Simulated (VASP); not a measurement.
# TiB2 in VASP: a series of runs

TiB2 is run at these levels: PBEsol; tasks: single point.

Everything below comes from runs of VASP 6.6.1. Logs are shortened: lines on timing, memory, paths and dates and some standing lists are left out, and cuts for length are marked.

## Step 1: The cell of the first run

Symmetry: P6/mmm, No. 191, hexagonal system. The conventional cell has a = 3.029 Å, b = 3.029 Å, c = 3.228 Å, α = 90.00°, β = 90.00°, γ = 120.00°. Ti (site symmetry 6/mmm) has 12 B at 2.38 Å and 6 Ti at 3.03 Å within 3.1 Å. B (site symmetry -6m2) has 3 B at 1.75 Å and 6 Ti at 2.38 Å within 2.4 Å.

## Step 2: Single point, PBEsol

INCAR reads:

```
PREC = Accurate ; ENCUT = 520
EDIFF = 1E-6 ; ISMEAR = -1
SIGMA = 0.1 ; LREAL = F
LASPH = T ; NELM = 60
ALGO = Normal ; ISIF = 2
LWAVE = F ; LCHARG = F
GGA = PS ; NBANDS = 16
```

KPOINTS reads:

```
Automatic mesh
0
Gamma
  11 11 9
```

POSCAR reads:

```
TiB2
1.0
    3.0292000000      0.0000000000      0.0000000000
   -1.5146000000      2.6233640000      0.0000000000
    0.0000000000      0.0000000000      3.2284000000
Ti B
1 2
Direct
    0.0000000000      0.0000000000      0.0000000000
    0.3333333333      0.6666666667      0.5000000000
    0.6666666667      0.3333333333      0.5000000000
```

Potentials or basis: VASP PAW PBE potentials, release 64 (Ti_sv, B).

Run with:

```bash
cat potpaw_PBE.64/Ti_sv/POTCAR potpaw_PBE.64/B/POTCAR > POTCAR
mpirun -np 1 vasp_std > vasp.out
```

OUTCAR:

```text
PREC = Accurate
   ENCUT = 520
   EDIFF = 1E-6
   ISMEAR = -1
   LREAL = F
   LASPH = T
   NELM = 60
   ISIF = 2
   GGA = PS

 ion  position               nearest neighbor table
   1  0.000  0.000  0.000-   2 2.38   2 2.38   3 2.38   3 2.38   2 2.38   3 2.38   2 2.38   3 2.38
                             3 2.38   3 2.38   2 2.38   2 2.38
   2  0.333  0.667  0.500-   3 1.75   3 1.75   3 1.75   1 2.38   1 2.38   1 2.38   1 2.38   1 2.38
                             1 2.38
   3  0.667  0.333  0.500-   2 1.75   2 1.75   2 1.75   1 2.38   1 2.38   1 2.38   1 2.38   1 2.38
                             1 2.38

  LATTYP: Found a hexagonal cell.
 ALAT       =     3.0292000000
 C/A-ratio  =     1.0657599366

  Lattice vectors:

 A1 = (   3.0292000000,   0.0000000000,   0.0000000000)
 A2 = (  -1.5146000000,   2.6233640000,   0.0000000000)
 A3 = (   0.0000000000,   0.0000000000,   3.2284000000)

Analysis of symmetry for initial positions (statically):
=====================================================================
 Subroutine PRICEL returns:
 Original cell was already a primitive cell.

 Routine SETGRP: Setting up the symmetry group for a
 hexagonal supercell.

 Subroutine GETGRP returns: Found 24 space group operations
 (whereof 24 operations were pure point group operations)
 out of a pool of 24 trial point group operations.

The static configuration has the point symmetry D_6h.

Analysis of symmetry for dynamics (positions and initial velocities):
=====================================================================
 Subroutine PRICEL returns:
 Original cell was already a primitive cell.

 Routine SETGRP: Setting up the symmetry group for a
 hexagonal supercell.

 Subroutine GETGRP returns: Found 24 space group operations
 (whereof 24 operations were pure point group operations)
 out of a pool of 24 trial point group operations.

The dynamic configuration has the point symmetry D_6h.

 Subroutine INISYM returns: Found 24 space group operations
 (whereof 24 operations are pure point group operations),
 and found     1 'primitive' translations

----------------------------------------------------------------------------------------

                                     Primitive cell

  volume of cell :      25.6551

  direct lattice vectors                    reciprocal lattice vectors
     3.029200000  0.000000000  0.000000000     0.330120164  0.190594977  0.000000000
    -1.514600000  2.623364000  0.000000000     0.000000000  0.381189953  0.000000000
     0.000000000  0.000000000  3.228400000     0.000000000  0.000000000  0.309750960

  length of vectors
     3.029200000  3.029199867  3.228400000     0.381189936  0.381189953  0.309750960

  position of ions in fractional coordinates (direct lattice)
     0.000000000  0.000000000  0.000000000
     0.333333333  0.666666667  0.500000000
     0.666666667  0.333333333  0.500000000

  ion indices of the primitive-cell ions
   primitive index   ion index
                 1           1
                 2           2
                 3           3

----------------------------------------------------------------------------------------

 KPOINTS: Automatic mesh

Automatic generation of k-mesh.
 Grid dimensions read from file:
 generate k-points for:   11   11    9

 Generating k-lattice:

  Cartesian coordinates                     Fractional coordinates (reciprocal lattice)
     0.030010924  0.017326816  0.000000000     0.090909091  0.000000000  0.000000000
     0.000000000  0.034653632  0.000000000     0.000000000  0.090909091  0.000000000
     0.000000000  0.000000000  0.034416773     0.000000000  0.000000000  0.111111111

  Length of vectors
     0.034653631  0.034653632  0.034416773

  Shift w.r.t. Gamma in fractional coordinates (k-lattice)
     0.000000000  0.000000000  0.000000000

 Subroutine IBZKPT returns following result:
 ===========================================

 Found     80 irreducible k-points:

 Following reciprocal coordinates:
            Coordinates               Weight
  0.000000  0.000000  0.000000      1.000000
  0.090909  0.000000  0.000000      6.000000
  0.181818 -0.000000  0.000000      6.000000
  0.272727 -0.000000  0.000000      6.000000
  0.363636 -0.000000  0.000000      6.000000
  0.454545  0.000000  0.000000      6.000000
[... 16 lines left out ...]
  0.090909  0.090909  0.111111     12.000000
  0.181818  0.090909  0.111111     24.000000
 [... further k-points ...]
   k-points           NKPTS =     80   k-points in BZ     NKDIM =     80   number of bands    NBANDS=     16
   number of dos      NEDOS =    301   number of ions     NIONS =      3
   total plane-waves  NPLWV =  13824
   dimension x,y,z NGX =    24 NGY =   24 NGZ =   24
   dimension x,y,z NGXF=    48 NGYF=   48 NGZF=   48
   ions per type =               1   2
   NGX,Y,Z   is equivalent  to a cutoff of  13.17, 13.17, 12.36 a.u.
   NGXF,Y,Z  is equivalent  to a cutoff of  26.34, 26.34, 24.72 a.u.
 SYSTEM =  unknown system
   PREC   = accura    normal or accurate (medium, high low for compatibility)
   ISTART =      0    job   : 0-new  1-cont  2-samecut
   ICHARG =      2    charge: 1-file 2-atom 10-const
   ISPIN  =      1    spin polarized calculation?
   LNONCOLLINEAR =      F non collinear calculations
   LSORBIT =      F    spin-orbit coupling
   LASPH  =      T    aspherical Exc in radial PAW
   ENCUT  =  520.0 eV  38.22 Ry    6.18 a.u.   5.63  5.63  6.00*2*pi/ulx,y,z
   NELM   =     60;   NELMIN=  2; NELMDL= -5     # of ELM steps
   EDIFF  = 0.1E-05   stopping-criterion for ELM
   LREAL  =      F    real-space projection
   EDIFFG = 0.1E-04   stopping-criterion for IOM
   NSW    =      0    number of steps for IOM
   IBRION =     -1    ionic relax: 0-MD 1-quasi-New 2-CG
   NFREE  =      0    steps in history (QN), initial steepest desc. (CG)
   ISIF   =      2    stress and relaxation
   ISYM   =      2    0-nonsym 1-usesym 2-fastsym
   POTIM  = 0.5000    time-step for ionic-motion
   TEBEG  =    0.0;   TEEND  =   0.0 temperature during run
   PSTRESS=    0.0 pullay stress
   NELECT =      18.0000    total number of electrons
   NUPDOWN=      -1.0000    fix difference up-down
   EMIN   =  10.00;   EMAX   =-10.00  energy-range for DOS
   EFERMI =   0.00;   METHOD = LEGACY
   ISMEAR =    -1;   SIGMA  =   0.10  broadening in eV -4-tet -1-fermi 0-gaus
   EFERMI_NEDOS =   21; number of points for ismear=-14 and -15
   IALGO  =     38    algorithm
   IMIX   =      4    mixing-type and parameters
     AMIX     =   0.40;   BMIX     =  1.00
     AMIX_MAG =   1.60;   BMIX_MAG =  1.00
  volume/ion in A,a.u.               =       8.55        57.71
  Fermi-wavevector in a.u.,A,eV,Ry     =   1.454703  2.748990 28.792123  2.116161
  Thomas-Fermi vector in A             =   2.571823
   LORBIT       =      0    0 simple, 1 ext, 2 COOP (PROOUT), +10 PAW based schemes
   GGA     = PS    functional components
   LHFCALC =     F    Hartree Fock is set to
   AEXX    =    0.0000 exact exchange contribution
   IVDW    =     0    specifies the selected vdW correction
   LEPSILON=     F    determine dielectric tensor
   LRPA    =     F    only Hartree local field effects (RPA)
 non-spin polarized calculation
  energy-cutoff  :      520.00
  volume of cell :       25.66
 maximum number of plane-waves:       721
 NGX is ok and might be reduce to    24
   NGX = 11   NGY = 11   NGZ = 13

 number of electron      18.0000002 magnetization

 Free energy of the ion-electron system (eV)
  ---------------------------------------------------
  ext. energy  EPLUGINS =         0.00000000
  ---------------------------------------------------
  free energy    TOTEN  =       -25.78891708 eV

  energy without entropy =      -25.77680367  energy(sigma->0) =      -25.78286037

 E-fermi :   9.8683     XC(G=0): -12.8720

 val. band max:        9.8587905666   @ k =   0.1818   0.1818   0.1111
 cond. band min:       9.8854518074   @ k =   0.0909   0.0000   0.3333
 fundamental gap:      0.0266612408
 Fermi energy:         9.8683065687

 k-point     1 :       0.0000    0.0000    0.0000
  band No.  band energies     occupation
      1     -46.7958      2.00000
      2     -23.2544      2.00000
      3     -22.9347      2.00000
      4     -22.9347      2.00000
      5      -3.5623      2.00000
      6       7.3137      2.00000
[... 8 lines left out ...]
     15      15.6736      0.00000
     16      16.8842      0.00000

 k-point     2 :       0.0909    0.0000    0.0000
  band No.  band energies     occupation
      1     -46.7914      2.00000
      2     -23.2487      2.00000
      3     -22.9683      2.00000
      4     -22.9423      2.00000
      5      -3.4031      2.00000
      6       6.8619      2.00000
[... 8 lines left out ...]
     15      16.6071      0.00000
     16      17.3872      0.00000

 k-point     3 :       0.1818   -0.0000    0.0000
  band No.  band energies     occupation
      1     -46.7796      2.00000
      2     -23.2337      2.00000
      3     -23.0579      2.00000
      4     -22.9627      2.00000
      5      -2.9366      2.00000
      6       5.7307      2.00000
[... 8 lines left out ...]
     15      17.9906      0.00000
     16      18.4569      0.00000

 k-point     4 :       0.2727   -0.0000    0.0000
  band No.  band energies     occupation
      1     -46.7640      2.00000
      2     -23.2140      2.00000
      3     -23.1732      2.00000
      4     -22.9893      2.00000
      5      -2.1916      2.00000
      6       4.2975      2.00000
[... 8 lines left out ...]
     15      17.1699      0.00000
     16      19.0799      0.00000
[... 324 lines left out ...]
 k-point    22 :       0.4545    0.0000    0.1111
  band No.  band energies     occupation
      1     -46.7394      2.00000
      2     -23.3351      2.00000
      3     -23.2062      2.00000
      4     -23.0254      2.00000
      5       0.0459      2.00000
      6       1.3652      2.00000
[... 8 lines left out ...]
     15      18.0647      0.00000
     16      19.1082      0.00000

 k-point    23 :       0.0909    0.0909    0.1111
  band No.  band energies     occupation
      1     -46.7816      2.00000
      2     -23.2620      2.00000
      3     -23.0254      2.00000
      4     -22.9563      2.00000
      5      -2.9396      2.00000
      6       6.2344      2.00000
[... 8 lines left out ...]
     15      17.5132      0.00000
     16      17.7216      0.00000

 k-point    24 :       0.1818    0.0909    0.1111
  band No.  band energies     occupation
      1     -46.7679      2.00000
      2     -23.2440      2.00000
      3     -23.1221      2.00000
      4     -22.9847      2.00000
      5      -2.3513      2.00000
      6       5.0316      2.00000
[... 8 lines left out ...]
     15      17.7951      0.00000
     16      18.9284      0.00000

 [... further k-points ...]

------------------------ aborting loop because EDIFF is reached ----------------------------------------

  FORCE on cell =-STRESS in cart. coord.  units (eV):
  Direction    XX          YY          ZZ          XY          YZ          ZX
  --------------------------------------------------------------------------------------
  -------------------------------------------------------------------------------------
  Total       -0.5964294     -0.5964293     -1.0600494      0.0000000      0.0000000      0.0000000
  in kB      -37.2473830    -37.2473787    -66.2007417      0.0000000      0.0000000      0.0000000
  external PRESSURE =     -46.8985011 kB  Pullay stress =       0.0000000 kB

 VOLUME and BASIS-vectors are now :
 -----------------------------------------------------------------------------
  energy-cutoff  :      520.00
  volume of cell :       25.66
      direct lattice vectors                 reciprocal lattice vectors
     3.029200000  0.000000000  0.000000000     0.330120164  0.190594977  0.000000000
    -1.514600000  2.623364000  0.000000000     0.000000000  0.381189953  0.000000000
     0.000000000  0.000000000  3.228400000     0.000000000  0.000000000  0.309750960

 POSITION                                       TOTAL-FORCE (eV/Angst)
 -----------------------------------------------------------------------------------
      0.00000      0.00000      0.00000         0.000000      0.000000      0.000000
     -0.00000      1.74891      1.61420        -0.000000      0.000000      0.000000
      1.51460      0.87445      1.61420         0.000000     -0.000000      0.000000
 -----------------------------------------------------------------------------------
    total drift:                               -0.000000      0.000000      0.000000

  FREE ENERGIE OF THE ION-ELECTRON SYSTEM (eV)
  ---------------------------------------------------
  free  energy   TOTEN  =       -25.7889170822 eV

  energy  without entropy=      -25.7768036664  energy(sigma->0) =      -25.78286037
```

Run time: 12 s. Hardware: 1 thread of Intel Xeon Platinum 8559C (Emerald Rapids), shared host; peak memory 0.16 GiB.

Results:

| Property | Result |
| --- | --- |
| Free energy | -25.7889 eV |
| Pressure | -4.7 GPa |
| Band gap on the k mesh | zero (bands 9 and 10 overlap by 0.45 eV) |

Caveat: the cell stands under tension; the PAW data sets were made with another functional, which shifts forces and pressure a little.

## Step 3: Single point, PBEsol

INCAR reads:

```
  PREC = Accurate
  ENCUT = 520
  EDIFF = 1E-7
  ISMEAR = -1
  SIGMA = 0.1
  LREAL = False
  LASPH = True
  NELM = 100
  ALGO = Normal
  ISIF = 2
  LWAVE = False
  LCHARG = False
  GGA = PS
  NBANDS = 16
```

KPOINTS reads:

```
regular mesh
0
Gamma
  11 11 9
```

POSCAR, as its differences from that of step 2:

```diff
@@ -9,3 +9,3 @@
     0.0000000000      0.0000000000      0.0000000000
-    0.3333333333      0.6666666667      0.5000000000
+    0.3267309301      0.6666666667      0.5000000000
     0.6666666667      0.3333333333      0.5000000000
```

Potentials or basis: VASP PAW PBE potentials, release 64 (Ti_sv, B).

Run with:

```bash
cat potpaw_PBE.64/Ti_sv/POTCAR potpaw_PBE.64/B/POTCAR > POTCAR
mpirun -np 1 vasp_std > vasp.out
```

Wall time 43 s (1 thread of Intel Xeon Platinum 8559C (Emerald Rapids), shared host); peak memory 0.23 GiB.

The run converged. Its results:

| Quantity | Value |
| --- | --- |
| Free energy | -25.7850 eV |
| Pressure | -4.7 GPa |
| Largest force | 0.390 eV/Å |
| Band gap on the k mesh | zero (bands 9 and 10 overlap by 0.41 eV) |

Forces in eV/Å, atoms in the order of the input:
```
Ti  -0.142  0.002  0.000
B    0.390  0.008  0.000
B   -0.248 -0.009  0.000
```

Stress tensor (GPa, compression positive):
```
-3.68  0.44  0.00
 0.44 -3.75  0.00
 0.00  0.00 -6.67
```

Levels at points of the mesh, in eV from the Fermi level:
```
           k point  band 6  band 7  band 8  band 9  band 10  band 11  band 12  band 13
(0.00, 0.00, 0.00)   -2.64   -2.47   -2.27   -2.11     1.92     1.94     3.65     3.79
```

Caveat: the cell stands under tension; the PAW data sets were made with another functional, which shifts forces and pressure a little.
